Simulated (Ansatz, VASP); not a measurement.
Pb: VASP beside Ansatz

The input INCAR:

```
ALGO = Normal
EDIFF = 1E-8
ENCUT = 520
GGA = PS
ISIF = 2
ISMEAR = -1
LASPH = True
LCHARG = False
LEFG = True
LREAL = False
LWAVE = False
NBANDS = 21
NELM = 60
PREC = Accurate
SIGMA = 0.05
```

File KPOINTS:

```
k-points
0
Gamma
  12 12 7
```

The input POSCAR:

```
Pb
1.0
    3.4800006906      0.0000000000      0.0000000000
   -1.7400003453      3.0137690032      0.0000000000
    0.0000000000      0.0000000000      5.4782000000
Pb
2
Direct
    0.3333333333      0.6666666667      0.2500000000
    0.6666666667      0.3333333333      0.7500000000
```

Input for Ansatz:

```yaml
crystal:
  lattice:
    - [3.4800006906, 0.0, 0.0]
    - [-1.7400003453, 3.0137690032, 0.0]
    - [0.0, 0.0, 5.4782]
  atoms:
    - { symbol: Pb, position: [0.3333333333, 0.6666666667, 0.25] }
    - { symbol: Pb, position: [0.6666666667, 0.3333333333, 0.75] }
kpoints:
  mp_grid: { grid: [12, 12, 7] }
scf:
  occupations: { method: fermi_dirac, width: 0.05 }
hamiltonian:
  xc: pbesol
  pseudopotentials: { kind: paw }
output:
  forces: true
  stress: true
  eigenvalues: true
  efg: { contact_densities: true }
```

Change from the starting cell: zz strain of -2 %, PAW files.

Alike in both runs: task electric field gradients; functional PBEsol; k mesh 12 × 12 × 7; occupations fermi-dirac, width 0.05 eV; no spin polarisation.

|  | VASP | Ansatz |
| --- | --- | --- |
| version | VASP 6.6.1 | Ansatz 0.2.0 |
| potentials or method | VASP PAW PBE potentials, release 64 (Pb_d) | PAW with Ansatz's default frozen-core files, scalar-relativistic |
| plane-wave cutoff (eV) | 520 | 420 |
| valence electrons in the cell | 28 | 28 |

Ansatz gave:

```
pressure (GPa)                                                : 1.9
traceless stress, the component that is largest in VASP (GPa) : 0.46
size of Vzz on the site where it differs most (V/Å²)          : 16.0
```

Question: What did VASP give for the same quantities?

Answer: Pressure (GPa): 1.8; traceless stress, the component that is largest in VASP (GPa): 0.47; size of Vzz on the site where it differs most (V/Å²): 17.9.

VASP's potentials were made for PBE, not for PBEsol.

Neither program's run includes spin-orbit coupling.
